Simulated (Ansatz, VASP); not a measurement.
# AlC in VASP and in Ansatz

```xyz
4
Lattice="2.9889 0.0000 0.0000 0.0000 2.9889 0.0000 0.0000 0.0000 4.3620" Properties=species:S:1:pos:R:3 pbc="T T T"
Al    0.0000    0.0000    1.7956
Al    1.4945    1.4945    3.9766
C     0.0000    0.0000   -0.3856
C     1.4945    1.4945    1.7955
```

Alike in both runs: functional PBE; k mesh 5 × 5 × 5; occupations gaussian, width 0.2 eV; no spin polarisation.

Ansatz relaxed the structure, and its values are those at the end. VASP's run is a single point on that final structure, the one shown.

```csv
,VASP,Ansatz
version,VASP 6.6.1,Ansatz 0.2.0
potentials or method,"VASP PAW PBE potentials, release 64 (Al, C), cutoff 600 eV","scalar-relativistic, plane waves, PAW"
valence electrons in the cell,14,14
```

|  | VASP | Ansatz | Ansatz less VASP |
| --- | --- | --- | --- |
| gap on the k mesh at the Fermi level (eV) | none | none | - |
| pressure (GPa) | -0.2 | 0.0 | +0.20 |

A gap of «none» marks a metal or a gap that the smearing closes.

The k mesh is coarse, so the values compare programs but aren't converged.
